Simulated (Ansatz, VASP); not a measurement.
# One calculation of BeS, two programs

File INCAR:

```
PREC = Accurate
ENCUT = 600
EDIFF = 1E-6
ISMEAR = 0
SIGMA = 0.02
LREAL = False
LASPH = True
NELM = 120
ALGO = Normal
ISIF = 2
LWAVE = False
LCHARG = False
GGA = PE
NBANDS = 11
GGA_COMPAT = False
```

File KPOINTS:

```
Automatic mesh
0
Gamma
  8 8 8
```

Contents of POSCAR:

```
BeS
1.0
    0.0000000000      2.3882941047      2.3882941047
    2.3882941047      0.0000000000      2.3882941047
    2.3882941047      2.3882941047      0.0000000000
Be S
1 1
Direct
    0.5000000000      0.5000000000      0.5000000000
    0.2500000000      0.2500000000      0.2500000000
```

Input for Ansatz:

```yaml
crystal:
  lattice:
    - [0.0, 2.3882941047, 2.3882941047]
    - [2.3882941047, 0.0, 2.3882941047]
    - [2.3882941047, 2.3882941047, 0.0]
  atoms:
    - { symbol: Be, position: [0.5, 0.5, 0.5] }
    - { symbol: S, position: [0.25, 0.25, 0.25] }
basis:
  ecutwfc: 420
kpoints:
  mp_grid: { grid: [8, 8, 8] }
hamiltonian:
  xc: pbe
scf:
  occupations: { method: gaussian, width: 0.02 }
output:
  forces: true
  stress: true
  eigenvalues: true
```

Alike in both runs: task single point; functional PBE; k mesh 8 × 8 × 8; occupations gaussian, width 0.02 eV; no spin polarisation.

```csv
,VASP,Ansatz
version,VASP 6.6.1,Ansatz 0.2.0
potentials or method,"VASP PAW PBE potentials, release 64 (Be, S), cutoff 600 eV","scalar-relativistic, plane waves, PAW"
valence electrons in the cell,8,8
```

```csv
,VASP,Ansatz,Ansatz less VASP
gap on the k mesh at the Fermi level (eV),3.00,3.00,-0.001
least direct gap on the mesh (eV),5.65,5.63,-0.019
pressure (GPa),6.5,6.5,-0.04
```
